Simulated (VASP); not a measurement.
# Mo (Im-3m) in VASP: a series of runs

The runs below take Mo through relaxation of cell and atoms, single point, with RPBE+D4, LDA.

Everything below comes from runs of VASP 6.6.1. Logs are shortened: lines on timing, memory, paths and dates and some standing lists are left out, and cuts for length are marked.

### 1 The cell of the first run

It takes space group Im-3m (No. 229, cubic). Conventional cell: a = 3.168 Å, b = 3.168 Å, c = 3.168 Å, α = 90.00°, β = 90.00°, γ = 90.00°. Mo (site symmetry m-3m) has 14 Mo at 2.74 to 3.17 Å within 3.6 Å.

### 2 Relaxation of cell and atoms, RPBE+D4

The input, INCAR:

```
ALGO = Normal
EDIFF = 1E-6
EDIFFG = -0.02
ENCUT = 600
GGA = RP
IBRION = 2
ISIF = 3
ISMEAR = -1
IVDW = 13
LASPH = T
LCHARG = F
LREAL = F
LWAVE = F
NELM = 80
NSW = 80
PREC = Accurate
SIGMA = 0.05
```

The input, KPOINTS:

```
k-points
0
Gamma
  12 12 12
```

The input, POSCAR:

```
Mo
1.0
   -1.5838089719      1.5838089719      1.5838089719
    1.5838089719     -1.5838089719      1.5838089719
    1.5838089719      1.5838089719     -1.5838089719
Mo
1
Direct
    0.0000000000      0.0000000000      0.0000000000
```

Potentials or basis: VASP PAW PBE potentials, release 64 (Mo_sv).

Started as:

```
$ cat potpaw_PBE.64/Mo_sv/POTCAR > POTCAR
$ mpirun -np 1 vasp_std > vasp.out
```

OUTCAR:

```text
EDIFF = 1E-6
   EDIFFG = -0.02
   ENCUT = 600
   GGA = RP
   IBRION = 2
   ISIF = 3
   ISMEAR = -1
   IVDW = 13
   LASPH = T
   LREAL = F
   NELM = 80
   NSW = 80
   PREC = Accurate

 ion  position               nearest neighbor table
   1  0.000  0.000  0.000-

  LATTYP: Found a body centered cubic cell.
 ALAT       =     3.1676179438

  Lattice vectors:

 A1 = (  -1.5838089719,   1.5838089719,   1.5838089719)
 A2 = (   1.5838089719,  -1.5838089719,   1.5838089719)
 A3 = (   1.5838089719,   1.5838089719,  -1.5838089719)

Analysis of symmetry for initial positions (statically):
=====================================================================
 Subroutine PRICEL returns:
 Original cell was already a primitive cell.

 Routine SETGRP: Setting up the symmetry group for a
 body centered cubic supercell.

 Subroutine GETGRP returns: Found 48 space group operations
 (whereof 48 operations were pure point group operations)
 out of a pool of 48 trial point group operations.

The static configuration has the point symmetry O_h .

Analysis of symmetry for dynamics (positions and initial velocities):
=====================================================================
 Subroutine PRICEL returns:
 Original cell was already a primitive cell.

 Routine SETGRP: Setting up the symmetry group for a
 body centered cubic supercell.

 Subroutine GETGRP returns: Found 48 space group operations
 (whereof 48 operations were pure point group operations)
 out of a pool of 48 trial point group operations.

The dynamic configuration has the point symmetry O_h .

 Subroutine INISYM returns: Found 48 space group operations
 (whereof 48 operations are pure point group operations),
 and found     1 'primitive' translations

----------------------------------------------------------------------------------------

                                     Primitive cell

  volume of cell :      15.8916

  direct lattice vectors                    reciprocal lattice vectors
    -1.583808972  1.583808972  1.583808972     0.000000000  0.315694638  0.315694638
     1.583808972 -1.583808972  1.583808972     0.315694638  0.000000000  0.315694638
     1.583808972  1.583808972 -1.583808972     0.315694638  0.315694638  0.000000000

  length of vectors
     2.743237609  2.743237609  2.743237609     0.446459639  0.446459639  0.446459639

  position of ions in fractional coordinates (direct lattice)
     0.000000000  0.000000000  0.000000000

  ion indices of the primitive-cell ions
   primitive index   ion index
                 1           1

----------------------------------------------------------------------------------------

 KPOINTS: k-points

Automatic generation of k-mesh.
 Grid dimensions read from file:
 generate k-points for:   12   12   12

 Generating k-lattice:

  Cartesian coordinates                     Fractional coordinates (reciprocal lattice)
     0.000000000  0.026307886  0.026307886     0.083333333  0.000000000  0.000000000
     0.026307886  0.000000000  0.026307886     0.000000000  0.083333333  0.000000000
     0.026307886  0.026307886  0.000000000     0.000000000  0.000000000  0.083333333

  Length of vectors
     0.037204970  0.037204970  0.037204970

  Shift w.r.t. Gamma in fractional coordinates (k-lattice)
     0.000000000  0.000000000  0.000000000

 Subroutine IBZKPT returns following result:
 ===========================================

 Found     72 irreducible k-points:

 Following reciprocal coordinates:
            Coordinates               Weight
  0.000000  0.000000  0.000000      1.000000
  0.083333  0.000000  0.000000     12.000000
  0.166667  0.000000  0.000000     12.000000
  0.250000  0.000000  0.000000     12.000000
  0.333333  0.000000  0.000000     12.000000
  0.416667  0.000000  0.000000     12.000000
[... 16 lines left out ...]
  0.333333  0.083333  0.083333     24.000000
  0.416667  0.083333  0.083333     12.000000
 [... further k-points ...]
   k-points           NKPTS =     72   k-points in BZ     NKDIM =     72   number of bands    NBANDS=     11
   number of dos      NEDOS =    301   number of ions     NIONS =      1
   total plane-waves  NPLWV =  13824
   dimension x,y,z NGX =    24 NGY =   24 NGZ =   24
   dimension x,y,z NGXF=    48 NGYF=   48 NGZF=   48
   ions per type =               1
   NGX,Y,Z   is equivalent  to a cutoff of  14.54, 14.54, 14.54 a.u.
   NGXF,Y,Z  is equivalent  to a cutoff of  29.09, 29.09, 29.09 a.u.
 SYSTEM =  unknown system
   PREC   = accura    normal or accurate (medium, high low for compatibility)
   ISTART =      0    job   : 0-new  1-cont  2-samecut
   ICHARG =      2    charge: 1-file 2-atom 10-const
   ISPIN  =      1    spin polarized calculation?
   LNONCOLLINEAR =      F non collinear calculations
   LSORBIT =      F    spin-orbit coupling
   LASPH  =      T    aspherical Exc in radial PAW
   ENCUT  =  600.0 eV  44.10 Ry    6.64 a.u.   5.48  5.48  5.48*2*pi/ulx,y,z
   NELM   =     80;   NELMIN=  2; NELMDL= -5     # of ELM steps
   EDIFF  = 0.1E-05   stopping-criterion for ELM
   LREAL  =      F    real-space projection
   EDIFFG = -.2E-01   stopping-criterion for IOM
   NSW    =     80    number of steps for IOM
   IBRION =      2    ionic relax: 0-MD 1-quasi-New 2-CG
   NFREE  =      1    steps in history (QN), initial steepest desc. (CG)
   ISIF   =      3    stress and relaxation
   ISYM   =      2    0-nonsym 1-usesym 2-fastsym
   POTIM  = 0.5000    time-step for ionic-motion
   TEBEG  =    0.0;   TEEND  =   0.0 temperature during run
   PSTRESS=    0.0 pullay stress
   NELECT =      14.0000    total number of electrons
   NUPDOWN=      -1.0000    fix difference up-down
   EMIN   =  10.00;   EMAX   =-10.00  energy-range for DOS
   EFERMI =   0.00;   METHOD = LEGACY
   ISMEAR =    -1;   SIGMA  =   0.05  broadening in eV -4-tet -1-fermi 0-gaus
   EFERMI_NEDOS =   21; number of points for ismear=-14 and -15
   IALGO  =     38    algorithm
   IMIX   =      4    mixing-type and parameters
     AMIX     =   0.40;   BMIX     =  1.00
     AMIX_MAG =   1.60;   BMIX_MAG =  1.00
  volume/ion in A,a.u.               =      15.89       107.24
  Fermi-wavevector in a.u.,A,eV,Ry     =   1.569380  2.965698 33.510508  2.462953
  Thomas-Fermi vector in A             =   2.671271
   LORBIT       =      0    0 simple, 1 ext, 2 COOP (PROOUT), +10 PAW based schemes
   GGA     = RP    functional components
   LHFCALC =     F    Hartree Fock is set to
   AEXX    =    0.0000 exact exchange contribution
   IVDW    =    13    specifies the selected vdW correction
   LEPSILON=     F    determine dielectric tensor
   LRPA    =     F    only Hartree local field effects (RPA)
 conjugate gradient relaxation of ions
 non-spin polarized calculation
  energy-cutoff  :      600.00
  volume of cell :       15.89
 maximum number of plane-waves:       555
 NGX is ok and might be reduce to    24
   NGX = 11   NGY = 11   NGZ = 11

--------------------------------------- Ionic step        1  -------------------------------------------

 number of electron      14.0000002 magnetization

 Free energy of the ion-electron system (eV)
  ---------------------------------------------------
  ext. energy  EPLUGINS =         0.00000000
  ---------------------------------------------------
  free energy    TOTEN  =       -10.37657452 eV

  energy without entropy =      -10.37398784  energy(sigma->0) =      -10.37528118

------------------------ aborting loop because EDIFF is reached ----------------------------------------

  DFT-D4 for vdW energy calculation

  Edisp (eV):   -1.10060

  FORCE on cell =-STRESS in cart. coord.  units (eV):
  Direction    XX          YY          ZZ          XY          YZ          ZX
  --------------------------------------------------------------------------------------
  -------------------------------------------------------------------------------------
  Total      -0.84690    -0.84690    -0.84690    -0.00000    -0.00000     0.00000
  in kB     -85.38384   -85.38384   -85.38384    -0.00000    -0.00000     0.00000
  external pressure =      -85.38 kB  Pullay stress =        0.00 kB
[... 98 lines left out ...]
  energy  without entropy=      -11.4890382259  energy(sigma->0) =      -11.49022482

--------------------------------------- Ionic step        4  -------------------------------------------

 number of electron      14.0000001 magnetization

 Free energy of the ion-electron system (eV)
  ---------------------------------------------------
  ext. energy  EPLUGINS =         0.00000000
  ---------------------------------------------------
  free energy    TOTEN  =       -10.35578332 eV

  energy without entropy =      -10.35341925  energy(sigma->0) =      -10.35460128

 E-fermi :  12.8834     XC(G=0): -13.4191

 val. band max:       12.8163245101   @ k =  -0.1667   0.2500   0.0833
 cond. band min:      12.9081091341   @ k =   0.5000   0.5000   0.0833
 fundamental gap:      0.0917846239
 Fermi energy:        12.8834082181

 k-point     1 :       0.0000    0.0000    0.0000
  band No.  band energies     occupation
      1     -48.3654      2.00000
      2     -21.5936      2.00000
      3     -21.5936      2.00000
      4     -21.5936      2.00000
      5       5.6619      2.00000
      6      11.5374      2.00000
      7      11.5374      2.00000
      8      11.5374      2.00000
      9      14.6310      0.00000
     10      14.6310      0.00000
     11      27.7835      0.00000
[... 309 lines left out ...]
 k-point    24 :       0.4167    0.0833    0.0833
  band No.  band energies     occupation
      1     -48.0768      2.00000
      2     -22.9696      2.00000
      3     -22.1323      2.00000
      4     -21.7053      2.00000
      5       8.1061      2.00000
      6       9.4508      2.00000
      7      13.2929      0.00056
      8      14.8343      0.00000
      9      15.3429      0.00000
     10      19.4269      0.00000
     11      24.2533      0.00000

 [... further k-points ...]

------------------------ aborting loop because EDIFF is reached ----------------------------------------

  DFT-D4 for vdW energy calculation

  Edisp (eV):   -1.13565

  FORCE on cell =-STRESS in cart. coord.  units (eV):
  Direction    XX          YY          ZZ          XY          YZ          ZX
  --------------------------------------------------------------------------------------
  -------------------------------------------------------------------------------------
  Total      -0.00261    -0.00261    -0.00261     0.00000    -0.00000     0.00000
  in kB      -0.27205    -0.27205    -0.27205     0.00000    -0.00000     0.00000
  external pressure =       -0.27 kB  Pullay stress =        0.00 kB
[... 16 lines left out ...]
  FREE ENERGIE OF THE ION-ELECTRON SYSTEM (eV)
  ---------------------------------------------------
  free  energy   TOTEN  =       -11.4914322384 eV

  energy  without entropy=      -11.4890681698  energy(sigma->0) =      -11.49025020

 reached required accuracy - stopping structural energy minimisation
```

Wall time 20 s (1 thread of Intel Xeon Platinum 8488C (Sapphire Rapids), shared host); peak memory 0.16 GiB.

What came out:

| Item | Value |
| --- | --- |
| Free energy | -11.4914 eV |
| Relaxed volume | 15.37 Å³/atom |
| Relaxed cell | a = 2.713 Å, b = 2.713 Å, c = 2.713 Å, α = 109.47°, β = 109.47°, γ = 109.47° |
| Space group after relaxing (to 0.05 Å) | Im-3m (No. 229) |
| Energy gained by relaxing | 14.3 meV/atom |
| Ionic steps | 4 |
| Pressure after relaxing | 0.0 GPa |
| Band gap on the k mesh | zero (band 7 reaches 17.00 eV, above the bottom of band 8 at 11.54 eV) |
| Dispersion energy per atom | -1.136 eV |

The path:
```tsv
step	energy change (eV)	largest force (eV/Å)	pressure (GPa)	volume (Å³)
1	0.0000	0.0000	-8.54	15.89
2	0.1060	0.0000	30.93	14.02
3	-0.0142	0.0000	-0.35	15.39
4	-0.0143	0.0000	-0.03	15.37
```

Final structure:
```
Mo
1.0
    -1.56642    1.56642    1.56642
     1.56642   -1.56642    1.56642
     1.56642    1.56642   -1.56642
Mo
1
Direct
  0.00000 0.00000 0.00000
```

Caveat: the PAW data sets were made with another functional, which shifts forces and pressure a little; pairwise dispersion overbinds metals, which lowers pressure and volume.

### 3 Single point, LDA

This run uses another cell than the first one, of 15.06 Å³/atom, 0.948 times its volume.

The input, INCAR:

```
ALGO = Normal ; EDIFF = 1E-7
ENCUT = 520 ; ISIF = 2
ISMEAR = -1 ; LASPH = True
LCHARG = True ; LELF = True
LREAL = False ; LVHAR = True
LWAVE = False ; NBANDS = 13
NELM = 100 ; PREC = Accurate
SIGMA = 0.05
```

KPOINTS is that of step 2.

The input, POSCAR:

```
Mo
1.0
   -1.5557884942      1.5557884942      1.5557884942
    1.5557884942     -1.5557884942      1.5557884942
    1.5557884942      1.5557884942     -1.5557884942
Mo
1
Direct
    0.0000000000      0.0000000000      0.0000000000
```

Potentials or basis: VASP PAW LDA potentials, release 64 (Mo_sv).

Started as:

```
$ cat potpaw_LDA.64/Mo_sv/POTCAR > POTCAR
$ mpirun -np 1 vasp_std > vasp.out
```

It took 17 s on 1 thread of AMD EPYC 7R43 (Zen 3), shared host; peak memory 0.09 GiB.

The run converged. Its results:

```
Free energy            : -12.1467 eV
Pressure               : 1.1 GPa
Band gap on the k mesh : zero (band 7 reaches 17.30 eV, above the bottom of band 8 at 11.63 eV)
```

Levels at points of the mesh, in eV from the Fermi level:
```tsv
k point	band 3	band 4	band 5	band 6	band 7	band 8	band 9	band 10	band 11	band 12
(0.00, 0.00, 0.00)	-34.24	-34.24	-7.29	-1.39	-1.39	-1.39	1.75	1.75	14.94	14.94
(0.50, 0.00, 0.00)	-34.74	-34.25	-5.51	-3.54	1.81	1.89	2.46	5.10	12.10	12.27
(0.50, 0.50, 0.50)	-35.33	-35.33	-5.70	-5.70	4.28	4.28	4.28	9.40	9.40	9.40
```
